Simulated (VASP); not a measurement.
# Mg: single point with PBE

The system is Mg.

```xyz
2
Lattice="3.2093 -0.0642 -0.0642 -1.6602 2.8114 -0.0235 -0.1042 -0.1042 5.2103" Properties=species:S:1:pos:R:3 pbc="T T T"
Mg   -0.0631    1.8268    1.2655
Mg    1.5080    0.8162    3.8571
```

This cell differs from its parent crystal: equal xy, yz and zx shear strains of -4 %.

| Item | Value |
| --- | --- |
| Program | VASP 6.6.1 |
| Task | single point |
| Functional | PBE |
| Potentials or basis | VASP PAW PBE potentials, release 64 (Mg) |
| Cutoff | 520 eV |
| k mesh | 12 × 12 × 7 |
| Occupations | fermi-dirac, width 0.05 eV |
| Spin | no spin polarisation |
| Dipole correction | no |
| Further INCAR settings | ALGO = Normal; EDIFF = 1e-06; NBANDS = 9 |

* Pressure: -0.4 GPa
* Largest force: 0.048 eV/Å
* Band gap on the k mesh: zero (band 2 reaches 3.57 eV, above the bottom of band 3 at 1.35 eV)

Forces on the atoms (eV/Å):
```
Mg   0.047  0.003  0.011
Mg  -0.047 -0.003 -0.011
```

Stress tensor (GPa, compression positive):
```
-0.17  0.78  0.72
 0.78 -0.29  0.63
 0.72  0.63 -0.78
```

Levels at points of the mesh, in eV from the Fermi level:
| k point | band 1 | band 2 | band 3 | band 4 | band 5 | band 6 | band 7 |
| --- | --- | --- | --- | --- | --- | --- | --- |
| (0.00, 0.00, 0.00) | -6.84 | -1.62 | -1.19 | 10.47 | 10.57 | 11.30 | 11.36 |
| (0.50, 0.00, 0.00) | -1.94 | -1.88 | 2.55 | 2.94 | 3.81 | 4.10 | 6.37 |
| (0.00, 0.50, 0.00) | -2.07 | -2.07 | 2.49 | 2.91 | 3.52 | 3.88 | 6.90 |
| (0.50, 0.50, 0.00) | -2.27 | -2.20 | 2.47 | 2.93 | 3.20 | 3.59 | 7.42 |

It took 2.1 min on 1 thread of Intel Xeon 8259CL (shared host), peak memory 0.32 GiB.

Caveat: the cell differs from its parent crystal (equal xy, yz and zx shear strains of -4 %).
